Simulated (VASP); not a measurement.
A run of VASP 6.6.1 is set up as follows.

The input INCAR:

```
SYSTEM = Ca
PREC = Accurate
ENCUT = 520
EDIFF = 1E-6
ISMEAR = -1
SIGMA = 0.05
LREAL = .FALSE.
LASPH = .TRUE.
NELM = 80
ALGO = Normal
ISIF = 2
LWAVE = .FALSE.
LCHARG = .TRUE.
GGA = PS
LELF = .TRUE.
LVHAR = .TRUE.
NBANDS = 11
```

File KPOINTS:

```
Automatic mesh
0
G
  11 11 11
  0 0 0
```

POSCAR

```
Ca
1.0
   -0.0279420000      2.7802290000      2.7802290000
    2.7802290000     -0.0279420000      2.7802290000
    2.7802290000      2.7802290000     -0.0279420000
Ca
1
Direct
    0.0000000000      0.0000000000      0.0000000000
```

Potentials or basis: VASP PAW PBE potentials, release 64 (Ca_sv).

Command:

```console
$ cat potpaw_PBE.64/Ca_sv/POTCAR > POTCAR
$ mpirun -np 1 vasp_std > vasp.out
```

(1) Predict the pressure.

(2) What does it give for the band gap on the k mesh?

Results:

(1) -1.2 GPa.

(2) zero (band 5 reaches 1.94 eV, above the bottom of band 6 at 1.60 eV).

Caveat: the cell differs from its parent crystal (equal xy, yz and zx shear strains of -1 %); the PAW data sets were made with another functional, which shifts forces and pressure a little.
